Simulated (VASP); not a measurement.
Write the native input for VASP 6.6.1 that does the following.

```
Task                   : single point
Functional             : PBE
Potentials or basis    : VASP PAW PBE potentials, release 64 (Ta_pv, Si)
Cutoff                 : 520 eV
k mesh                 : 8 × 8 × 8
Occupations            : gaussian, width 0.1 eV
Spin                   : no spin polarisation
Dipole correction      : no
Further INCAR settings : ALGO = Normal; EDIFF = 1e-06; NBANDS = 30
```

The structure of TaSi7 lies in POSCAR:

```
TaSi7
1.0
    0.0000000000      4.7682535412      4.7682535412
    4.7682535412      0.0000000000      4.7682535412
    4.7682535412      4.7682535412      0.0000000000
Ta Si
1 7
Direct
    0.0000000000      0.0000000000      0.0000000000
    0.7416228880      0.2583771120      0.2583771120
    0.2583771120      0.7416228880      0.7416228880
    0.2583771120      0.7416228880      0.2583771120
    0.7416228880      0.2583771120      0.7416228880
    0.2583771120      0.2583771120      0.7416228880
    0.7416228880      0.7416228880      0.2583771120
    0.5000000000      0.5000000000      0.5000000000
```

One way to write it, as run:

INCAR

```
SYSTEM = TaSi7
PREC     = Accurate       ! precision mode
ENCUT    = 520            ! plane-wave cutoff, eV
EDIFF    = 1E-6           ! SCF threshold, eV
ISMEAR   = 0              ! smearing method
SIGMA    = 0.1            ! smearing width, eV
LREAL    = .FALSE.        ! projectors in reciprocal space
LASPH    = .TRUE.         ! aspherical terms in the spheres
NELM     = 60             ! most SCF steps
ALGO     = Normal         ! electronic algorithm
ISIF     = 2              ! what is computed and relaxed
LWAVE    = .FALSE.        ! write WAVECAR
LCHARG   = .FALSE.        ! write CHGCAR
GGA      = PE             ! functional
NBANDS   = 30             ! bands
```

KPOINTS

```
regular mesh
0
G
  8 8 8
  0 0 0
```

Potentials or basis: VASP PAW PBE potentials, release 64 (Ta_pv, Si).

Command:

```sh
$ cat potpaw_PBE.64/Ta_pv/POTCAR potpaw_PBE.64/Si/POTCAR > POTCAR
$ mpirun -np 1 vasp_std > vasp.out
```

Results of the run:

```json
{
 "Pressure": "0.0 GPa",
 "Largest force": "0.019 eV/Å"
}
```

Wall time 120 s on 1 thread of Intel(R) Xeon(R) 6975P-C (Granite Rapids), with other jobs on the host, peak memory 0.43 GiB.
